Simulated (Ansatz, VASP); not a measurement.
Ta2Si2O: VASP beside Ansatz

```
CELL_PARAMETERS angstrom
-1.96422 1.96422 4.58781
1.96422 -1.96422 4.58781
1.96422 1.96422 -4.58781
ATOMIC_POSITIONS crystal
Ta 0.25000 0.75000 0.50000
Ta 0.75000 0.25000 0.50000
Si 0.63250 0.63250 0.00000
Si 0.36750 0.36750 0.00000
O 0.00000 0.00000 0.00000
```

Change from the starting cell: species swapped into the SmGe2Ru2 type (I4/mmm, No. 139).

Alike in both runs: task single point; functional PBE; k mesh 6 × 6 × 6; occupations gaussian, width 0.1 eV; no spin polarisation.

|  | VASP | Ansatz |
| --- | --- | --- |
| version | VASP 6.6.1 | Ansatz 0.2.0 |
| potentials or method | VASP PAW PBE potentials, release 64 (Ta_pv, Si, O), cutoff 520 eV | scalar-relativistic, plane waves, PAW |
| valence electrons in the cell | 36 | 40 |

VASP gave:

* gap on the k mesh at the Fermi level (eV): none
* rms of the force components (eV/Å): 3.141

What did Ansatz give for the same quantities?

gap on the k mesh at the Fermi level (eV): none; rms of the force components (eV/Å): 3.116.

Atom by atom the forces differ by 0.025 eV/Å (rms over components). A gap of «none» marks a metal or a gap that the smearing closes. The functional is the same, so the differences come from potentials, cutoffs and numerics. VASP's potentials hold 36 valence electrons a cell and Ansatz's 40, so a difference there can come from the potentials and not from the codes.

The k mesh is coarse, so the values compare programs but aren't converged. Neither program's run includes spin-orbit coupling.
